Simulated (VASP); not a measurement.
The system is W.

```xyz
1
Lattice="-1.6007 1.6007 1.6007 1.6007 -1.6007 1.6007 1.6007 1.6007 -1.6007" Properties=species:S:1:pos:R:3 pbc="T T T"
W     0.0000    0.0000    0.0000
```

```yaml
Program: VASP 6.6.1
Task: relaxation of cell and atoms
Functional: LDA
Potentials_or_basis: VASP PAW LDA potentials, release 64 (W_sv)
Cutoff: 600 eV
k_mesh: 8 × 8 × 8
Occupations: gaussian, width 0.1 eV
Spin: no spin polarisation
```

At the start: pressure -16.4 GPa; volume 16.41 Å³/atom.

Problem. Where does the relaxation end?

Solution. Over 4 steps the energy falls by 47.0 meV/atom and the volume is 15.56 Å³/atom (-5.2 %); space group Im-3m (No. 229, to 0.05 Å).

Step by step:
```
step  energy change (eV)  largest force (eV/Å)  pressure (GPa)  volume (Å³)
   1              0.0000                0.0000          -16.43        16.41
   2              0.7193                0.0000          103.57        12.73
   3             -0.0466                0.0000           -1.72        15.62
   4             -0.0470                0.0000           -0.42        15.56
```

Final structure:
```
W
1.0
    -1.57257    1.57257    1.57257
     1.57257   -1.57257    1.57257
     1.57257    1.57257   -1.57257
W
1
Direct
  0.00000 0.00000 0.00000
```
